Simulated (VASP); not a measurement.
# Cu (P6_3/mmc) in VASP: settings compared, part 2 of 2

VASP 6.6.1. Earlier steps stand in the parts before.

### 3 Single point, LDA

This run uses another cell than the first one, of 10.87 Å³/atom, 1.007 times its volume.

Contents of INCAR:

```
PREC     = Accurate       # precision mode
ENCUT    = 600            # plane-wave cutoff, eV
EDIFF    = 1E-6           # SCF threshold, eV
ISMEAR   = 1              # smearing method
SIGMA    = 0.1            # smearing width, eV
LREAL    = False          # projectors in reciprocal space
LASPH    = True           # aspherical terms in the spheres
NELM     = 120            # most SCF steps
ALGO     = Normal         # electronic algorithm
ISIF     = 2              # what is computed and relaxed
LWAVE    = False          # write WAVECAR
LCHARG   = True           # write CHGCAR
LELF     = True           # ELF
LVHAR    = True         
NBANDS   = 30             # bands
GGA_COMPAT= False
```

Contents of KPOINTS:

```
Automatic mesh
0
Gamma
  11 11 3
```

Contents of POSCAR:

```
Cu
1.0
    2.4810645094      0.0000000000      0.0000000000
   -1.2405322547      2.1486648936      0.0000000000
    0.0000000000      0.0000000000      8.1545039238
Cu
4
Direct
    0.0000000000      0.0000000000      0.0000000000
    0.3333333333      0.6666666667      0.2500000000
    0.0000000000      0.0000000000      0.5000000000
    0.6666666667      0.3333333333      0.7500000000
```

Potentials or basis: VASP PAW LDA potentials, release 64 (Cu).

The run is started by

```sh
> cat potpaw_LDA.64/Cu/POTCAR > POTCAR
> mpirun -np 1 vasp_std > vasp.out
```

OUTCAR:

```text
PREC = Accurate
   ENCUT = 600
   EDIFF = 1E-6
   ISMEAR = 1
   LREAL = False
   LASPH = True
   NELM = 120
   ISIF = 2

 ion  position               nearest neighbor table
   1  0.000  0.000  0.000-   2 2.49   4 2.49   4 2.49   2 2.49   4 2.49   2 2.49
   2  0.333  0.667  0.250-   1 2.49   3 2.49   1 2.49   3 2.49   1 2.49   3 2.49
   3  0.000  0.000  0.500-   2 2.49   4 2.49   4 2.49   2 2.49   4 2.49   2 2.49
   4  0.667  0.333  0.750-   1 2.49   3 2.49   1 2.49   3 2.49   1 2.49   3 2.49

  LATTYP: Found a hexagonal cell.
 ALAT       =     2.4810645094
 C/A-ratio  =     3.2866956473

  Lattice vectors:

 A1 = (   2.4810645094,   0.0000000000,   0.0000000000)
 A2 = (  -1.2405322547,   2.1486648936,   0.0000000000)
 A3 = (   0.0000000000,   0.0000000000,   8.1545039238)

Analysis of symmetry for initial positions (statically):
=====================================================================
 Subroutine PRICEL returns:
 Original cell was already a primitive cell.

 Routine SETGRP: Setting up the symmetry group for a
 hexagonal supercell.

 Subroutine GETGRP returns: Found 24 space group operations
 (whereof 12 operations were pure point group operations)
 out of a pool of 24 trial point group operations.

The static configuration has the point symmetry D_3d.
 The point group associated with its full space group is D_6h.

Analysis of symmetry for dynamics (positions and initial velocities):
=====================================================================
 Subroutine PRICEL returns:
 Original cell was already a primitive cell.

 Routine SETGRP: Setting up the symmetry group for a
 hexagonal supercell.

 Subroutine GETGRP returns: Found 24 space group operations
 (whereof 12 operations were pure point group operations)
 out of a pool of 24 trial point group operations.

The dynamic configuration has the point symmetry D_3d.
 The point group associated with its full space group is D_6h.

 Subroutine INISYM returns: Found 24 space group operations
 (whereof 12 operations are pure point group operations),
 and found     1 'primitive' translations

----------------------------------------------------------------------------------------

                                     Primitive cell

  volume of cell :      43.4715

  direct lattice vectors                    reciprocal lattice vectors
     2.481064509  0.000000000  0.000000000     0.403052801  0.232702643  0.000000000
    -1.240532255  2.148664894  0.000000000     0.000000000  0.465405286  0.000000000
     0.000000000  0.000000000  8.154503924     0.000000000  0.000000000  0.122631617

  length of vectors
     2.481064509  2.481064509  8.154503924     0.465405286  0.465405286  0.122631617

  position of ions in fractional coordinates (direct lattice)
     0.000000000  0.000000000  0.000000000
     0.333333333  0.666666667  0.250000000
     0.000000000  0.000000000  0.500000000
     0.666666667  0.333333333  0.750000000

  ion indices of the primitive-cell ions
   primitive index   ion index
                 1           1
                 2           2
                 3           3
                 4           4

----------------------------------------------------------------------------------------

 KPOINTS: Automatic mesh

[... 24 lines left out ...]
  0.000000  0.000000  0.000000      1.000000
  0.090909  0.000000  0.000000      6.000000
  0.181818  0.000000  0.000000      6.000000
  0.272727  0.000000  0.000000      6.000000
  0.363636  0.000000  0.000000      6.000000
  0.454545  0.000000  0.000000      6.000000
[... 16 lines left out ...]
  0.090909  0.090909  0.333333     12.000000
  0.181818  0.090909  0.333333     24.000000
 [... further k-points ...]
   k-points           NKPTS =     32   k-points in BZ     NKDIM =     32   number of bands    NBANDS=     30
   number of dos      NEDOS =    301   number of ions     NIONS =      4
   total plane-waves  NPLWV =  28000
   dimension x,y,z NGX =    20 NGY =   20 NGZ =   70
   dimension x,y,z NGXF=    40 NGYF=   40 NGZF=  140
   ions per type =               4
   NGX,Y,Z   is equivalent  to a cutoff of  13.40, 13.40, 14.27 a.u.
   NGXF,Y,Z  is equivalent  to a cutoff of  26.80, 26.80, 28.54 a.u.
 SYSTEM =  unknown system
   PREC   = accura    normal or accurate (medium, high low for compatibility)
   ISTART =      0    job   : 0-new  1-cont  2-samecut
   ICHARG =      2    charge: 1-file 2-atom 10-const
   ISPIN  =      1    spin polarized calculation?
   LNONCOLLINEAR =      F non collinear calculations
   LSORBIT =      F    spin-orbit coupling
   LASPH  =      T    aspherical Exc in radial PAW
   ENCUT  =  600.0 eV  44.10 Ry    6.64 a.u.   4.96  4.96 16.29*2*pi/ulx,y,z
   NELM   =    120;   NELMIN=  2; NELMDL= -5     # of ELM steps
   EDIFF  = 0.1E-05   stopping-criterion for ELM
   LREAL  =      F    real-space projection
   EDIFFG = 0.1E-04   stopping-criterion for IOM
   NSW    =      0    number of steps for IOM
   IBRION =     -1    ionic relax: 0-MD 1-quasi-New 2-CG
   NFREE  =      0    steps in history (QN), initial steepest desc. (CG)
   ISIF   =      2    stress and relaxation
   ISYM   =      2    0-nonsym 1-usesym 2-fastsym
   POTIM  = 0.5000    time-step for ionic-motion
   TEBEG  =    0.0;   TEEND  =   0.0 temperature during run
   PSTRESS=    0.0 pullay stress
   NELECT =      44.0000    total number of electrons
   NUPDOWN=      -1.0000    fix difference up-down
   EMIN   =  10.00;   EMAX   =-10.00  energy-range for DOS
   EFERMI =   0.00;   METHOD = LEGACY
   ISMEAR =     1;   SIGMA  =   0.10  broadening in eV -4-tet -1-fermi 0-gaus
   EFERMI_NEDOS =   21; number of points for ismear=-14 and -15
   IALGO  =     38    algorithm
   IMIX   =      4    mixing-type and parameters
     AMIX     =   0.40;   BMIX     =  1.00
     AMIX_MAG =   1.60;   BMIX_MAG =  1.00
  volume/ion in A,a.u.               =      10.87        73.34
  Fermi-wavevector in a.u.,A,eV,Ry     =   1.643707  3.106155 36.759830  2.701771
  Thomas-Fermi vector in A             =   2.733796
   LORBIT       =      0    0 simple, 1 ext, 2 COOP (PROOUT), +10 PAW based schemes
   GGA     = CA    functional components
   LHFCALC =     F    Hartree Fock is set to
   AEXX    =    0.0000 exact exchange contribution
   IVDW    =     0    specifies the selected vdW correction
   LEPSILON=     F    determine dielectric tensor
   LRPA    =     F    only Hartree local field effects (RPA)
 non-spin polarized calculation
 Methfessel and Paxton  Order N= 1 SIGMA  =   0.10
  energy-cutoff  :      600.00
  volume of cell :       43.47
 maximum number of plane-waves:      1485
 NGX is ok and might be reduce to    20
   NGX =  9   NGY =  9   NGZ = 33

 number of electron      44.0000016 magnetization

 Free energy of the ion-electron system (eV)
  ---------------------------------------------------
  ext. energy  EPLUGINS =         0.00000000
  ---------------------------------------------------
  free energy    TOTEN  =       -18.81318664 eV

  energy without entropy =      -18.81367987  energy(sigma->0) =      -18.81335105

 E-fermi :   8.5126     XC(G=0): -13.5972

 val. band max:        8.5070787825   @ k =   0.2727   0.1818   0.0000
 cond. band min:       8.5701259349   @ k =   0.2727   0.1818   0.0000
 fundamental gap:      0.0630471524
 Fermi energy:         8.5126250636

 k-point     1 :       0.0000    0.0000    0.0000
  band No.  band energies     occupation
      1      -1.5720      2.00000
      2       0.6425      2.00000
      3       0.6436      2.00000
      4       2.7926      2.00000
      5       4.7733      2.00000
      6       4.7795      2.00000
[... 781 lines left out ...]
     29      23.4113      0.00000
     30      24.0905      0.00000

 [... further k-points ...]

------------------------ aborting loop because EDIFF is reached ----------------------------------------

  FORCE on cell =-STRESS in cart. coord.  units (eV):
  Direction    XX          YY          ZZ          XY          YZ          ZX
  --------------------------------------------------------------------------------------
  -------------------------------------------------------------------------------------
  Total        0.2814082      0.2814082      0.2840259      0.0000000      0.0000000      0.0000000
  in kB       10.3715342     10.3715342     10.4680137      0.0000000      0.0000000      0.0000000
  external PRESSURE =      10.4036940 kB  Pullay stress =       0.0000000 kB

 VOLUME and BASIS-vectors are now :
 -----------------------------------------------------------------------------
  energy-cutoff  :      600.00
  volume of cell :       43.47
      direct lattice vectors                 reciprocal lattice vectors
     2.481064509  0.000000000  0.000000000     0.403052801  0.232702643  0.000000000
    -1.240532255  2.148664894  0.000000000     0.000000000  0.465405286  0.000000000
     0.000000000  0.000000000  8.154503924     0.000000000  0.000000000  0.122631617

 POSITION                                       TOTAL-FORCE (eV/Angst)
 -----------------------------------------------------------------------------------
      0.00000      0.00000      0.00000        -0.000000     -0.000000      0.000000
     -0.00000      1.43244      2.03863        -0.000000     -0.000000     -0.000000
      0.00000      0.00000      4.07725        -0.000000     -0.000000      0.000000
      1.24053      0.71622      6.11588         0.000000      0.000000      0.000000
 -----------------------------------------------------------------------------------
    total drift:                                0.000000     -0.000000      0.000000

  FREE ENERGIE OF THE ION-ELECTRON SYSTEM (eV)
  ---------------------------------------------------
  free  energy   TOTEN  =       -18.8131866406 eV

  energy  without entropy=      -18.8136798681  energy(sigma->0) =      -18.81335105
```

Run time: 49 s. Hardware: 1 thread of Intel Xeon Platinum 8259CL at 2.50GHz (Skylake/Cascade Lake), shared host; peak memory 0.16 GiB.

What came out:

| Quantity | Value |
| --- | --- |
| Free energy | -18.8132 eV |
| Pressure | 1.0 GPa |
| Band gap on the k mesh | zero (band 22 reaches 11.27 eV, above the bottom of band 23 at 6.56 eV) |

### 4 Single point, PBEsol

This run uses another cell than the first one, of 11.29 Å³/atom, 1.046 times its volume.

Contents of INCAR:

```
ALGO = Normal ; EDIFF = 1E-6
ENCUT = 600 ; GGA = PS
GGA_COMPAT = False ; ISIF = 2
ISMEAR = 1 ; LASPH = True
LCHARG = True ; LELF = True
LREAL = False ; LVHAR = True
LWAVE = False ; NBANDS = 30
NELM = 120 ; PREC = Accurate
SIGMA = 0.1
```

Contents of KPOINTS:

```
k-points
0
Gamma
  11 11 3
```

Contents of POSCAR:

```
Cu
1.0
    2.5128487563      0.0000000000      0.0000000000
   -1.2564243782      2.1761908589      0.0000000000
    0.0000000000      0.0000000000      8.2583493949
Cu
4
Direct
    0.0000000000      0.0000000000      0.0000000000
    0.3333333333      0.6666666667      0.2500000000
    0.0000000000      0.0000000000      0.5000000000
    0.6666666667      0.3333333333      0.7500000000
```

Potentials or basis: VASP PAW PBE potentials, release 64 (Cu).

The run is started by

```sh
> cat potpaw_PBE.64/Cu/POTCAR > POTCAR
> mpirun -np 1 vasp_std > vasp.out
```

Run time: 56 s. Hardware: 1 thread of Intel Xeon Platinum 8259CL at 2.50GHz (Skylake/Cascade Lake), shared host; peak memory 0.18 GiB.

Results (log left out):

| Property | Result |
| --- | --- |
| Free energy | -17.2155 eV |
| Pressure | 1.0 GPa |
| Band gap on the k mesh | zero (band 22 reaches 10.70 eV, above the bottom of band 23 at 6.18 eV) |

Levels at points of the mesh, in eV from the Fermi level:
```tsv
k point	band 19	band 20	band 21	band 22	band 23	band 24	band 25	band 26
(0.00, 0.00, 0.00)	-2.27	-2.10	-2.10	-1.80	-1.80	-1.31	3.80	12.55
```

Caveat: the PAW data sets were made with another functional, which shifts forces and pressure a little.

### 5 Relaxation of cell and atoms, PBEsol+D3(BJ)

This run uses another cell than the first one, of 11.46 Å³/atom, 1.062 times its volume.

Contents of INCAR:

```
PREC = Accurate
ENCUT = 600
EDIFF = 1E-7
ISMEAR = 1
SIGMA = 0.1
LREAL = F
LASPH = T
NELM = 120
ALGO = Normal
ISIF = 3
LWAVE = F
LCHARG = F
GGA = PS
IVDW = 12
IBRION = 2
NSW = 50
EDIFFG = -0.01
GGA_COMPAT = F
NELMIN = 4
```

Contents of KPOINTS:

```
regular mesh
0
Gamma
  11 11 3
```

Contents of POSCAR:

```
Cu
1.0
    2.5307640000      0.0000000000      0.0000000000
   -1.2653820000      2.1917060000      0.0000000000
    0.0000000000      0.0000000000      8.2618150000
Cu
4
Direct
    0.0000000000      0.0000000000      0.0000000000
    0.3333333333      0.6666666667      0.2500000000
    0.0000000000      0.0000000000      0.5000000000
    0.6666666667      0.3333333333      0.7500000000
```

The run is started by

```sh
> cat potpaw_PBE.64/Cu/POTCAR > POTCAR
> mpirun -np 1 vasp_std > vasp.out
```

Run time: 3 min. Hardware: 1 thread of Intel Xeon Platinum 8259CL at 2.50GHz (Skylake/Cascade Lake), shared host; peak memory 0.2 GiB.

Results (log left out):

```
Free energy                            : -19.4513 eV
Relaxed volume                         : 10.84 Å³/atom
Relaxed cell                           : a = 2.479 Å, b = 2.479 Å, c = 8.142 Å, α = 90.00°, β = 90.00°, γ = 120.00°
Space group after relaxing (to 0.05 Å) : P6_3/mmc (No. 194)
Energy gained by relaxing              : 19.1 meV/atom
Ionic steps                            : 4
Pressure after relaxing                : 0.0 GPa
Band gap on the k mesh                 : zero (band 22 reaches 11.35 eV, above the bottom of band 23 at 6.68 eV)
Dispersion energy per atom             : -0.572 eV
```

Stress tensor (GPa, compression positive):
```
-0.05  0.00  0.00
 0.00 -0.05  0.00
 0.00  0.00  0.08
```

Step by step:
```
step  energy change (eV)  largest force (eV/Å)  pressure (GPa)  volume (Å³)
   1              0.0000                0.0000           -9.10        45.83
   2             -0.0338                0.0000            8.39        41.64
   3             -0.0761                0.0000            0.03        43.34
   4             -0.0763                0.0000            0.00        43.34
```

Final structure:
```cif
data_structure
_symmetry_space_group_name_H-M 'P 1'
_symmetry_Int_Tables_number 1
_cell_length_a 2.4793
_cell_length_b 2.4793
_cell_length_c 8.1416
_cell_angle_alpha 90.000
_cell_angle_beta 90.000
_cell_angle_gamma 120.000
_cell_volume 43.34
loop_
_atom_site_label
_atom_site_type_symbol
_atom_site_fract_x
_atom_site_fract_y
_atom_site_fract_z
_atom_site_occupancy
Cu1 Cu 0.00000 0.00000 0.00000 1
Cu2 Cu 0.33333 0.66667 0.25000 1
Cu3 Cu 0.00000 0.00000 0.50000 1
Cu4 Cu 0.66667 0.33333 0.75000 1
```

Levels at points of the mesh, in eV from the Fermi level:
```tsv
k point	band 20	band 21	band 22	band 23	band 24	band 25
(0.00, 0.00, 0.00)	-2.17	-2.17	-1.85	-1.85	-1.43	4.02
```

Caveat: the PAW data sets were made with another functional, which shifts forces and pressure a little; pairwise dispersion overbinds metals, which lowers pressure and volume.

### 6 Summary

```csv
task,level,potentials or basis,cell,gap on the mesh (eV),pressure (GPa)
single point,PBEsol+D3(BJ),"VASP PAW PBE potentials, release 64 (Cu)","a = 2.476, b = 2.476, c = 8.133 Å, angles 90.0, 90.0, 120.0°, 4 atoms",none,0.9
single point,LDA,"VASP PAW LDA potentials, release 64 (Cu)","a = 2.481, b = 2.481, c = 8.155 Å, angles 90.0, 90.0, 120.0°, 4 atoms",none,1.0
single point,PBEsol,"VASP PAW PBE potentials, release 64 (Cu)","a = 2.513, b = 2.513, c = 8.258 Å, angles 90.0, 90.0, 120.0°, 4 atoms",none,1.0
relaxation of cell and atoms,PBEsol+D3(BJ),"VASP PAW PBE potentials, release 64 (Cu)","relaxed from a = 2.531, b = 2.531, c = 8.262 Å, angles 90.0, 90.0, 120.0°, 4 atoms",none,0.0
```

Alike in all rows: no spin polarisation; k mesh 11 × 11 × 3; cutoff (eV) 600; smearing methfessel-paxton 0.1 eV.

Caveats: the PAW data sets were made with another functional, which shifts forces and pressure a little (some runs); pairwise dispersion overbinds metals, which lowers pressure and volume (some runs).

Absolute energies hang on the potentials; compare differences alone.
